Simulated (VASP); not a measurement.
Write the native input for VASP 6.6.1 that does the following.

```yaml
Task: single point
Functional: LDA
Potentials_or_basis: VASP PAW LDA potentials, release 64 (Al, N)
Cutoff: 520 eV
k_mesh: 8 × 8 × 8
Occupations: gaussian, width 0.01 eV
Spin: no spin polarisation
Dipole_correction: no
Further_INCAR_settings: ALGO = Normal; EDIFF = 1e-06; NBANDS = 11
```

The structure of AlN lies in POSCAR:

```
AlN
1.0
    0.0000000000      2.1839940000      2.1839940000
    2.1839940000      0.0000000000      2.1839940000
    2.1839940000      2.1839940000      0.0000000000
Al N
1 1
Direct
    0.0000000000      0.0000000000      0.0000000000
    0.7500000000      0.7500000000      0.7500000000
```

The input as run:

INCAR

```
SYSTEM = AlN
ALGO = Normal
EDIFF = 1E-6
ENCUT = 520
GGA = CA
ISIF = 2
ISMEAR = 0
LASPH = .TRUE.
LCHARG = .FALSE.
LREAL = .FALSE.
LWAVE = .FALSE.
NBANDS = 11
NELM = 60
PREC = Accurate
SIGMA = 0.01
```

KPOINTS

```
k-points
0
G
  8 8 8
  0 0 0
```

Potentials or basis: VASP PAW LDA potentials, release 64 (Al, N).

The run is started by

```sh
$ cat potpaw_LDA.64/Al/POTCAR potpaw_LDA.64/N/POTCAR > POTCAR
$ mpirun -np 1 vasp_std > vasp.out
```

Results of the run:

- Pressure: -3.0 GPa
- Band gap on the k mesh: 3.22 eV, indirect (least direct gap 4.23 eV)

Wall time 4 s on 1 thread of Intel Xeon 6975P-C (shared host), peak memory 0.12 GiB.
